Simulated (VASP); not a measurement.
# MgO (Fm-3m) in VASP: further runs

MgO is run at these levels: PBE, LDA, PBEsol; tasks: single point.

Everything below comes from runs of VASP 6.6.1. Logs are shortened: lines on timing, memory, paths and dates and some standing lists are left out, and cuts for length are marked.

### Step 1. The cell of the first run

It takes space group Fm-3m (No. 225, cubic). Conventional cell: a = 4.194 Å, b = 4.194 Å, c = 4.194 Å, α = 90.00°, β = 90.00°, γ = 90.00°. Within 2.8 Å of Mg (site symmetry m-3m) lie 6 O at 2.10 Å. Within 2.8 Å of O (site symmetry m-3m) lie 6 Mg at 2.10 Å.

### Step 2. Single point, PBE

Contents of INCAR:

```
PREC = Accurate
ENCUT = 520
EDIFF = 1E-7
ISMEAR = -1
SIGMA = 0.05
LREAL = F
LASPH = T
NELM = 60
ALGO = Normal
ISIF = 2
LWAVE = F
LCHARG = F
GGA = PE
NBANDS = 11
```

Contents of KPOINTS:

```
Automatic mesh
0
Gamma
  8 8 8
```

Contents of POSCAR:

```
MgO
1.0
    0.0000000000      2.0970013927      2.0970013927
    2.0970013927      0.0000000000      2.0970013927
    2.0970013927      2.0970013927      0.0000000000
Mg O
1 1
Direct
    0.0000000000      0.0000000000      0.0000000000
    0.5000000000      0.5000000000      0.5000000000
```

Potentials or basis: VASP PAW PBE potentials, release 64 (Mg, O).

On the command line:

```
cat potpaw_PBE.64/Mg/POTCAR potpaw_PBE.64/O/POTCAR > POTCAR
mpirun -np 1 vasp_std > vasp.out
```

OUTCAR:

```text
PREC = Accurate
   ENCUT = 520
   EDIFF = 1E-7
   ISMEAR = -1
   LREAL = F
   LASPH = T
   NELM = 60
   ISIF = 2
   GGA = PE

 ion  position               nearest neighbor table
   1  0.000  0.000  0.000-   2 2.10   2 2.10   2 2.10   2 2.10   2 2.10   2 2.10
   2  0.500  0.500  0.500-   1 2.10   1 2.10   1 2.10   1 2.10   1 2.10   1 2.10

  LATTYP: Found a face centered cubic cell.
 ALAT       =     4.1940027854

  Lattice vectors:

 A1 = (   0.0000000000,   2.0970013927,   2.0970013927)
 A2 = (   2.0970013927,   0.0000000000,   2.0970013927)
 A3 = (   2.0970013927,   2.0970013927,   0.0000000000)

Analysis of symmetry for initial positions (statically):
=====================================================================
 Subroutine PRICEL returns:
 Original cell was already a primitive cell.

 Routine SETGRP: Setting up the symmetry group for a
 face centered cubic supercell.

 Subroutine GETGRP returns: Found 48 space group operations
 (whereof 48 operations were pure point group operations)
 out of a pool of 48 trial point group operations.

The static configuration has the point symmetry O_h .

Analysis of symmetry for dynamics (positions and initial velocities):
=====================================================================
 Subroutine PRICEL returns:
 Original cell was already a primitive cell.

 Routine SETGRP: Setting up the symmetry group for a
 face centered cubic supercell.

 Subroutine GETGRP returns: Found 48 space group operations
 (whereof 48 operations were pure point group operations)
 out of a pool of 48 trial point group operations.

The dynamic configuration has the point symmetry O_h .

 Subroutine INISYM returns: Found 48 space group operations
 (whereof 48 operations are pure point group operations),
 and found     1 'primitive' translations

----------------------------------------------------------------------------------------

                                     Primitive cell

  volume of cell :      18.4428

  direct lattice vectors                    reciprocal lattice vectors
     0.000000000  2.097001393  2.097001393    -0.238435702  0.238435702  0.238435702
     2.097001393  0.000000000  2.097001393     0.238435702 -0.238435702  0.238435702
     2.097001393  2.097001393  0.000000000     0.238435702  0.238435702 -0.238435702

  length of vectors
     2.965607810  2.965607810  2.965607810     0.412982751  0.412982751  0.412982751

  position of ions in fractional coordinates (direct lattice)
     0.000000000  0.000000000  0.000000000
     0.500000000  0.500000000  0.500000000

  ion indices of the primitive-cell ions
   primitive index   ion index
                 1           1
                 2           2

----------------------------------------------------------------------------------------

 KPOINTS: Automatic mesh

Automatic generation of k-mesh.
 Grid dimensions read from file:
 generate k-points for:    8    8    8

 Generating k-lattice:

  Cartesian coordinates                     Fractional coordinates (reciprocal lattice)
    -0.029804463  0.029804463  0.029804463     0.125000000  0.000000000  0.000000000
     0.029804463 -0.029804463  0.029804463     0.000000000  0.125000000  0.000000000
     0.029804463  0.029804463 -0.029804463     0.000000000  0.000000000  0.125000000

  Length of vectors
     0.051622844  0.051622844  0.051622844

  Shift w.r.t. Gamma in fractional coordinates (k-lattice)
     0.000000000  0.000000000  0.000000000

 Subroutine IBZKPT returns following result:
 ===========================================

 Found     29 irreducible k-points:

 Following reciprocal coordinates:
            Coordinates               Weight
  0.000000  0.000000  0.000000      1.000000
  0.125000  0.000000  0.000000      8.000000
  0.250000  0.000000  0.000000      8.000000
  0.375000  0.000000  0.000000      8.000000
  0.500000  0.000000  0.000000      4.000000
  0.125000  0.125000  0.000000      6.000000
[... 16 lines left out ...]
  0.500000  0.250000  0.125000     48.000000
 -0.375000  0.250000  0.125000     24.000000
 [... further k-points ...]
   k-points           NKPTS =     29   k-points in BZ     NKDIM =     29   number of bands    NBANDS=     11
   number of dos      NEDOS =    301   number of ions     NIONS =      2
   total plane-waves  NPLWV =  13824
   dimension x,y,z NGX =    24 NGY =   24 NGZ =   24
   dimension x,y,z NGXF=    48 NGYF=   48 NGZF=   48
   ions per type =               1   1
   NGX,Y,Z   is equivalent  to a cutoff of  13.45, 13.45, 13.45 a.u.
   NGXF,Y,Z  is equivalent  to a cutoff of  26.91, 26.91, 26.91 a.u.
 SYSTEM =  unknown system
   PREC   = accura    normal or accurate (medium, high low for compatibility)
   ISTART =      0    job   : 0-new  1-cont  2-samecut
   ICHARG =      2    charge: 1-file 2-atom 10-const
   ISPIN  =      1    spin polarized calculation?
   LNONCOLLINEAR =      F non collinear calculations
   LSORBIT =      F    spin-orbit coupling
   LASPH  =      T    aspherical Exc in radial PAW
   ENCUT  =  520.0 eV  38.22 Ry    6.18 a.u.   5.51  5.51  5.51*2*pi/ulx,y,z
   NELM   =     60;   NELMIN=  2; NELMDL= -5     # of ELM steps
   EDIFF  = 0.1E-06   stopping-criterion for ELM
   LREAL  =      F    real-space projection
   EDIFFG = 0.1E-05   stopping-criterion for IOM
   NSW    =      0    number of steps for IOM
   IBRION =     -1    ionic relax: 0-MD 1-quasi-New 2-CG
   NFREE  =      0    steps in history (QN), initial steepest desc. (CG)
   ISIF   =      2    stress and relaxation
   ISYM   =      2    0-nonsym 1-usesym 2-fastsym
   POTIM  = 0.5000    time-step for ionic-motion
   TEBEG  =    0.0;   TEEND  =   0.0 temperature during run
   PSTRESS=    0.0 pullay stress
   NELECT =       8.0000    total number of electrons
   NUPDOWN=      -1.0000    fix difference up-down
   EMIN   =  10.00;   EMAX   =-10.00  energy-range for DOS
   EFERMI =   0.00;   METHOD = LEGACY
   ISMEAR =    -1;   SIGMA  =   0.05  broadening in eV -4-tet -1-fermi 0-gaus
   EFERMI_NEDOS =   21; number of points for ismear=-14 and -15
   IALGO  =     38    algorithm
   IMIX   =      4    mixing-type and parameters
     AMIX     =   0.40;   BMIX     =  1.00
     AMIX_MAG =   1.60;   BMIX_MAG =  1.00
  volume/ion in A,a.u.               =       9.22        62.23
  Fermi-wavevector in a.u.,A,eV,Ry     =   1.239261  2.341864 20.895389  1.535768
  Thomas-Fermi vector in A             =   2.373752
   LORBIT       =      0    0 simple, 1 ext, 2 COOP (PROOUT), +10 PAW based schemes
   GGA     = PE    functional components
   LHFCALC =     F    Hartree Fock is set to
   AEXX    =    0.0000 exact exchange contribution
   IVDW    =     0    specifies the selected vdW correction
   LEPSILON=     F    determine dielectric tensor
   LRPA    =     F    only Hartree local field effects (RPA)
 non-spin polarized calculation
  energy-cutoff  :      520.00
  volume of cell :       18.44
 maximum number of plane-waves:       531
 NGX is ok and might be reduce to    24
   NGX = 11   NGY = 11   NGZ = 11

 number of electron       8.0000004 magnetization

 Free energy of the ion-electron system (eV)
  ---------------------------------------------------
  ext. energy  EPLUGINS =         0.00000000
  ---------------------------------------------------
  free energy    TOTEN  =       -11.89767295 eV

  energy without entropy =      -11.89767295  energy(sigma->0) =      -11.89767295

 E-fermi :   4.3289     XC(G=0): -11.1399

 val. band max:        3.2843551104   @ k =   0.0000   0.0000   0.0000
 cond. band min:       8.1373198794   @ k =   0.0000   0.0000   0.0000
 fundamental gap:      4.8529647689
 Fermi energy:         4.3288945322

 k-point     1 :       0.0000    0.0000    0.0000
  band No.  band energies     occupation
      1     -14.0458      2.00000
      2       3.2844      2.00000
      3       3.2844      2.00000
      4       3.2844      2.00000
      5       8.1373      0.00000
      6      19.1572      0.00000
      7      19.1572      0.00000
      8      19.1572      0.00000
      9      23.1080      0.00000
     10      24.8974      0.00000
     11      24.8974      0.00000

 k-point     2 :       0.1250    0.0000    0.0000
  band No.  band energies     occupation
      1     -13.8787      2.00000
      2       2.3255      2.00000
      3       3.1789      2.00000
      4       3.1789      2.00000
      5       9.0501      0.00000
      6      17.4741      0.00000
      7      19.5239      0.00000
      8      19.5239      0.00000
      9      23.9515      0.00000
     10      23.9515      0.00000
     11      25.3132      0.00000

 k-point     3 :       0.2500    0.0000    0.0000
  band No.  band energies     occupation
      1     -13.4444      2.00000
      2       0.6013      2.00000
      3       2.9361      2.00000
      4       2.9361      2.00000
      5      10.4915      0.00000
      6      15.9428      0.00000
      7      20.0444      0.00000
      8      20.0444      0.00000
      9      23.5608      0.00000
     10      23.5608      0.00000
     11      25.4909      0.00000

 k-point     4 :       0.3750    0.0000    0.0000
  band No.  band energies     occupation
      1     -12.9535      2.00000
      2      -0.8290      2.00000
      3       2.7077      2.00000
      4       2.7077      2.00000
      5      11.1805      0.00000
      6      15.7888      0.00000
      7      19.8925      0.00000
      8      19.8925      0.00000
      9      24.6909      0.00000
     10      24.8825      0.00000
     11      24.8825      0.00000

 k-point     5 :       0.5000    0.0000    0.0000
  band No.  band energies     occupation
      1     -12.7288      2.00000
      2      -1.3887      2.00000
      3       2.6168      2.00000
      4       2.6168      2.00000
      5      11.2635      0.00000
      6      16.0387      0.00000
      7      19.7285      0.00000
      8      19.7285      0.00000
      9      24.3718      0.00000
     10      25.9511      0.00000
     11      25.9511      0.00000
[... 211 lines left out ...]
 k-point    21 :       0.5000    0.5000    0.0000
  band No.  band energies     occupation
      1     -12.4654      2.00000
      2      -0.8523      2.00000
      3       1.9182      2.00000
      4       1.9182      2.00000
      5      12.4196      0.00000
      6      13.3953      0.00000
      7      16.5228      0.00000
      8      22.4569      0.00000
      9      22.4569      0.00000
     10      28.8443      0.00000
     11      30.2972      0.00000

 k-point    22 :       0.3750    0.2500    0.1250
  band No.  band energies     occupation
      1     -13.1333      2.00000
      2       0.2386      2.00000
      3       2.1154      2.00000
      4       2.6580      2.00000
      5      11.9079      0.00000
      6      14.8261      0.00000
      7      18.5111      0.00000
      8      20.9834      0.00000
      9      21.5180      0.00000
     10      25.8783      0.00000
     11      29.3343      0.00000

 k-point    23 :       0.5000    0.2500    0.1250
  band No.  band energies     occupation
      1     -12.7469      2.00000
      2      -0.4652      2.00000
      3       1.5318      2.00000
      4       2.4017      2.00000
      5      12.8898      0.00000
      6      15.0301      0.00000
      7      17.3492      0.00000
      8      20.5874      0.00000
      9      23.1124      0.00000
     10      25.8617      0.00000
     11      29.5221      0.00000

 k-point    24 :      -0.3750    0.2500    0.1250
  band No.  band energies     occupation
      1     -12.5746      2.00000
      2      -0.7656      2.00000
      3       1.3216      2.00000
      4       2.2808      2.00000
      5      13.0488      0.00000
      6      15.6089      0.00000
      7      16.9145      0.00000
      8      20.3419      0.00000
      9      23.9642      0.00000
     10      25.5380      0.00000
     11      29.6545      0.00000

 [... further k-points ...]

------------------------ aborting loop because EDIFF is reached ----------------------------------------

  FORCE on cell =-STRESS in cart. coord.  units (eV):
  Direction    XX          YY          ZZ          XY          YZ          ZX
  --------------------------------------------------------------------------------------
  -------------------------------------------------------------------------------------
  Total        0.7128050      0.7128050      0.7128050      0.0000000     -0.0000000      0.0000000
  in kB       61.9234547     61.9234547     61.9234547      0.0000000     -0.0000000      0.0000000
  external PRESSURE =      61.9234547 kB  Pullay stress =       0.0000000 kB

 VOLUME and BASIS-vectors are now :
 -----------------------------------------------------------------------------
  energy-cutoff  :      520.00
  volume of cell :       18.44
      direct lattice vectors                 reciprocal lattice vectors
     0.000000000  2.097001393  2.097001393    -0.238435702  0.238435702  0.238435702
     2.097001393  0.000000000  2.097001393     0.238435702 -0.238435702  0.238435702
     2.097001393  2.097001393  0.000000000     0.238435702  0.238435702 -0.238435702

 POSITION                                       TOTAL-FORCE (eV/Angst)
 -----------------------------------------------------------------------------------
      0.00000      0.00000      0.00000         0.000000      0.000000      0.000000
      2.09700      2.09700      2.09700        -0.000000     -0.000000      0.000000
 -----------------------------------------------------------------------------------
    total drift:                               -0.000000     -0.000000      0.000000

  FREE ENERGIE OF THE ION-ELECTRON SYSTEM (eV)
  ---------------------------------------------------
  free  energy   TOTEN  =       -11.8976729492 eV

  energy  without entropy=      -11.8976729491  energy(sigma->0) =      -11.89767295
```

It took 11 s on 1 thread of Intel Xeon 6975P-C, shared host; peak memory 0.14 GiB.

Results:

```
Free energy            : -11.8977 eV
Pressure               : 6.2 GPa
Band gap on the k mesh : 4.85 eV, direct
```

Expect the measured gap to be larger: semilocal functionals such as PBE lack the derivative discontinuity.

### Step 3. Single point, LDA

Contents of INCAR:

```
SYSTEM = MgO
  PREC = Accurate
  ENCUT = 520
  EDIFF = 1E-6
  ISMEAR = -1
  SIGMA = 0.05
  LREAL = .False.
  LASPH = .True.
  NELM = 100
  ALGO = Normal
  ISIF = 2
  LWAVE = .False.
  LCHARG = .False.
  NBANDS = 11
```

Contents of KPOINTS:

```
regular mesh
0
Gamma
  6 6 6
  0 0 0
```

POSCAR is that of step 2.

Potentials or basis: VASP PAW LDA potentials, release 64 (Mg, O).

On the command line:

```
cat potpaw_LDA.64/Mg/POTCAR potpaw_LDA.64/O/POTCAR > POTCAR
mpirun -np 1 vasp_std > vasp.out
```

It took 1.9 s on 1 thread of Intel Xeon 6975P-C, shared host; peak memory 0.12 GiB.

The run converged. Its results:

| Quantity | Value |
| --- | --- |
| Free energy | -13.4342 eV |
| Pressure | -5.8 GPa |
| Band gap on the k mesh | 4.78 eV, direct |

Levels at points of the mesh, in eV from the valence-band top:
| k point | band 2 | band 3 | band 4 | band 5 | band 6 | band 7 |
| --- | --- | --- | --- | --- | --- | --- |
| (0.00, 0.00, 0.00) | 0.00 | 0.00 | 0.00 | 4.78 | 15.59 | 15.59 |
| (0.50, 0.00, 0.00) | -4.76 | -0.68 | -0.68 | 7.81 | 12.54 | 16.13 |
| (0.50, 0.50, 0.00) | -4.21 | -1.39 | -1.39 | 8.90 | 9.84 | 13.03 |

Caveat: the k points lie up to 0.43 Å⁻¹ apart. A hybrid or GW would open this gap; LDA tends to underestimate it.

### Step 4. Single point, PBE

Contents of INCAR:

```
ALGO     = Normal         # electronic algorithm
EDIFF    = 1E-7           # SCF threshold, eV
ENCUT    = 520            # plane-wave cutoff, eV
GGA      = PE             # functional
ISIF     = 2              # what is computed and relaxed
ISMEAR   = -1             # smearing method
LASPH    = True           # aspherical terms in the spheres
LCHARG   = False          # write CHGCAR
LREAL    = False          # projectors in reciprocal space
LWAVE    = False          # write WAVECAR
NBANDS   = 11             # bands
NELM     = 100            # most SCF steps
PREC     = Accurate       # precision mode
SIGMA    = 0.05           # smearing width, eV
```

Contents of KPOINTS:

```
k-points
0
Gamma
  6 6 6
```

POSCAR is that of step 3.

Potentials or basis: VASP PAW PBE potentials, release 64 (Mg, O).

On the command line:

```
cat potpaw_PBE.64/Mg/POTCAR potpaw_PBE.64/O/POTCAR > POTCAR
mpirun -np 1 vasp_std > vasp.out
```

Wall time 2.8 s (1 thread of Intel Xeon 6975P-C, shared host); peak memory 0.14 GiB.

Results (log left out):

* Free energy: -11.8973 eV
* Pressure: 6.2 GPa
* Band gap on the k mesh: 4.85 eV, direct

Levels at points of the mesh, in eV from the valence-band top:
| k point | band 1 | band 2 | band 3 | band 4 | band 5 | band 6 | band 7 | band 8 | band 9 |
| --- | --- | --- | --- | --- | --- | --- | --- | --- | --- |
| (0.00, 0.00, 0.00) | -17.33 | 0.00 | 0.00 | 0.00 | 4.85 | 15.87 | 15.87 | 15.87 | 19.82 |
| (0.50, 0.00, 0.00) | -16.01 | -4.67 | -0.67 | -0.67 | 7.98 | 12.75 | 16.44 | 16.44 | 21.09 |
| (0.50, 0.50, 0.00) | -15.75 | -4.14 | -1.37 | -1.37 | 9.13 | 10.11 | 13.24 | 19.17 | 19.17 |

Caveat: the k points lie up to 0.43 Å⁻¹ apart.

### Step 5. Single point, PBEsol

Contents of INCAR:

```
PREC = Accurate ; ENCUT = 520
EDIFF = 1E-7 ; ISMEAR = -1
SIGMA = 0.05 ; LREAL = F
LASPH = T ; NELM = 80
ALGO = Normal ; ISIF = 2
LWAVE = F ; LCHARG = F
GGA = PS ; NBANDS = 11
```

Contents of KPOINTS:

```
Automatic mesh
0
Gamma
  6 6 6
```

POSCAR is that of step 4.

On the command line:

```
cat potpaw_PBE.64/Mg/POTCAR potpaw_PBE.64/O/POTCAR > POTCAR
mpirun -np 1 vasp_std > vasp.out
```

Wall time 2.8 s (1 thread of Intel Xeon 6975P-C, shared host); peak memory 0.13 GiB.

It converged, with:

```yaml
Free_energy: -12.5106 eV
Pressure: 1.9 GPa
Band_gap_on_the_k_mesh: 4.76 eV, direct
```

Levels at points of the mesh, in eV from the valence-band top:
| k point | band 1 | band 2 | band 3 | band 4 | band 5 | band 6 | band 7 | band 8 | band 9 |
| --- | --- | --- | --- | --- | --- | --- | --- | --- | --- |
| (0.00, 0.00, 0.00) | -17.27 | 0.00 | 0.00 | 0.00 | 4.76 | 15.70 | 15.70 | 15.70 | 19.58 |
| (0.50, 0.00, 0.00) | -15.93 | -4.74 | -0.68 | -0.68 | 7.82 | 12.65 | 16.31 | 16.31 | 20.96 |
| (0.50, 0.50, 0.00) | -15.66 | -4.20 | -1.38 | -1.38 | 8.93 | 10.02 | 13.11 | 19.04 | 19.04 |

Caveat: the k points lie up to 0.43 Å⁻¹ apart; the PAW data sets were made with another functional, which shifts forces and pressure a little.

### Step 6. Summary

```csv
level,potentials or basis,k mesh,gap on the mesh (eV),pressure (GPa)
PBE,"VASP PAW PBE potentials, release 64 (Mg, O)",8 × 8 × 8,4.85,6.2
LDA,"VASP PAW LDA potentials, release 64 (Mg, O)",6 × 6 × 6,4.78,-5.8
PBE,"VASP PAW PBE potentials, release 64 (Mg, O)",6 × 6 × 6,4.85,6.2
PBEsol,"VASP PAW PBE potentials, release 64 (Mg, O)",6 × 6 × 6,4.76,1.9
```

Alike in all rows: task single point; no spin polarisation; cell as given; cutoff (eV) 520; smearing fermi-dirac 0.05 eV.

Caveats: some runs use coarse meshes; the PAW data sets were made with another functional, which shifts forces and pressure a little (some runs).

Total energies depend on the potentials used, so only differences within one code and one set of settings carry meaning.
